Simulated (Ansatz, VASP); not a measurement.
**One calculation of Be3Bi2, two programs**

```
Be Bi
1.0
     4.97364    0.00000    0.00000
    -2.48682    4.30730    0.00000
     0.00000    0.00000    5.42836
Be Bi
3 2
Cartesian
  0.0000 2.8715 2.7142
  2.4868 1.4358 2.7142
  0.0000 0.0000 2.7142
  0.0000 2.8715 0.0000
  2.4868 1.4358 0.0000
```

Alike in both runs: functional PBE; k mesh 6 × 6 × 4; occupations gaussian, width 0.1 eV; no spin polarisation.

Ansatz relaxed the structure, and its values are those at the end. VASP's run is a single point on that final structure, the one shown.

|  | VASP | Ansatz |
| --- | --- | --- |
| version | VASP 6.6.1 | Ansatz 0.2.0 |
| potentials or method | VASP PAW PBE potentials, release 64 (Be, Bi_d), cutoff 520 eV | scalar-relativistic, plane waves, PAW |
| valence electrons in the cell | 36 | 36 |

```csv
,VASP,Ansatz,Ansatz less VASP
gap on the k mesh at the Fermi level (eV),none,none,-
pressure (GPa),0.1,0.1,+0.04
```

A gap of «none» marks a metal or a gap that the smearing closes. With one functional, cell and mesh, what is left measures potentials, basis and numerics.

Neither program's run includes spin-orbit coupling.
